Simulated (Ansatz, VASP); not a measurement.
KBr in VASP and in Ansatz

```xyz
2
Lattice="0.0000 3.6466 3.7680 3.6466 0.0000 3.7680 3.6466 3.6466 0.0000" Properties=species:S:1:pos:R:3 pbc="T T T"
K     0.0000    0.0000    0.0000
Br    1.8233    1.8233    1.8840
```

Change from the starting cell: epitaxial_xy strain -1.1%.

Alike in both runs: task single point; functional r2SCAN; k mesh 6 × 6 × 6; no spin polarisation.

```csv
,VASP,Ansatz
version,VASP 6.6.1,Ansatz 0.2.0
potentials or method,"VASP PAW PBE potentials, release 64 (K_sv, Br)","plane waves, PAW"
plane-wave cutoff (eV),520,500
occupations,"gaussian, width 0.01 eV",fixed
valence electrons in the cell,16,16
```

```tsv
	VASP	Ansatz	Ansatz less VASP
gap on the k mesh at the Fermi level (eV)	4.83	4.83	0.000
pressure (GPa)	0.0	0.0	-0.01
```

VASP's potentials were made for PBE, not for r2SCAN.
